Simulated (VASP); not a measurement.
Runs of VASP 6.6.1 on SiC. The structure is that of space group P6_3mc (No. 186), or close to it. The cells are those of the table. 

| level | potentials or basis | cell | gap on the mesh (eV) | pressure (GPa) | largest force (eV/Å) |
| --- | --- | --- | --- | --- | --- |
| PBEsol+D3(BJ) | VASP PAW PBE potentials, release 64 (Si, C) | a = 3.096, b = 3.096, c = 10.137 Å, angles 90.0, 90.0, 120.0°, 8 atoms | 2.10 | -7.1 | - |
| BLYP+D3(BJ) | VASP PAW PBE potentials, release 64 (Si, C) | a = 3.013, b = 3.013, c = 9.865 Å, angles 90.0, 90.0, 120.0°, 8 atoms | 2.56 | 13.9 | 0.02 |
| LDA | VASP PAW LDA potentials, release 64 (Si, C) | a = 3.034, b = 3.034, c = 9.935 Å, angles 90.0, 90.0, 120.0°, 8 atoms | 2.18 | (a) | 0.01 |
| LDA | VASP PAW LDA potentials, release 64 (Si, C) | a = 3.116, b = 3.116, c = 10.203 Å, angles 90.0, 90.0, 120.0°, 8 atoms | 2.16 | -11.2 | 0.02 |
| BLYP | VASP PAW PBE potentials, release 64 (Si, C) | a = 3.076, b = 3.076, c = 10.071 Å, angles 90.0, 90.0, 120.0°, 8 atoms | (b) | (c) | 0.01 |

Alike in all rows: task single point; no spin polarisation; k mesh 10 × 10 × 3; cutoff (eV) 520; smearing fermi-dirac 0.05 eV.

Task: Estimate the missing entries.

Result: (a) 6.1; (b) 2.54; (c) 9.1.

Caveats: an odd mesh through Γ misses points on the zone boundary, where band edges can lie; the PAW data sets were made with another functional, which shifts forces and pressure a little (at least some runs); the cell stands under pressure (at least some runs); the cell stands under tension (at least some runs).
